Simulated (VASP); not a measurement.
Write the native input for VASP 6.6.1 that does the following.

```yaml
Task: single point
Functional: PBE
Potentials_or_basis: VASP PAW PBE potentials, release 64 (Pb_d)
Cutoff: 520 eV
k_mesh: 9 × 9 × 5
Occupations: fermi-dirac, width 0.05 eV
Spin: no spin polarisation
Dipole_correction: no
Further_INCAR_settings: ALGO = Normal; EDIFF = 1e-06; NBANDS = 21
```

The structure of Pb lies in POSCAR:

```
Pb
1.0
    3.0967313854     -1.7777157592     -0.5189233719
    3.0967313854      1.7777157592     -0.5189233719
   -3.1968513142      0.0000000000      6.3529888620
Pb
2
Direct
    1.0000344102      1.0000344102      0.7500117706
   -0.0000344102     -0.0000344102      0.2499882294
```

These files were run (other wordings do the same):

INCAR

```
PREC     = Accurate       # precision mode
ENCUT    = 520            # plane-wave cutoff, eV
EDIFF    = 1E-6           # SCF threshold, eV
ISMEAR   = -1             # smearing method
SIGMA    = 0.05           # smearing width, eV
LREAL    = False          # projectors in reciprocal space
LASPH    = True           # aspherical terms in the spheres
NELM     = 60             # most SCF steps
ALGO     = Normal         # electronic algorithm
ISIF     = 2              # what is computed and relaxed
LWAVE    = False          # write WAVECAR
LCHARG   = False          # write CHGCAR
GGA      = PE             # functional
NBANDS   = 21             # bands
```

KPOINTS

```
regular mesh
0
Gamma
  9 9 5
```

Potentials or basis: VASP PAW PBE potentials, release 64 (Pb_d).

Command:

```bash
$ cat potpaw_PBE.64/Pb_d/POTCAR > POTCAR
$ mpirun -np 1 vasp_std > vasp.out
```

Results of the run:

| Quantity | Value |
| --- | --- |
| Pressure | -0.1 GPa |
| Band gap on the k mesh | zero (bands 14 and 15 overlap by 6.54 eV) |

Caveat: spin-orbit coupling is left out, which moves the levels of the heavy elements.

It took 120 s on 1 thread of Intel(R) Xeon(R) Platinum 8375C CPU @ 2.90GHz (Ice Lake) (shared host), peak memory 0.27 GiB.
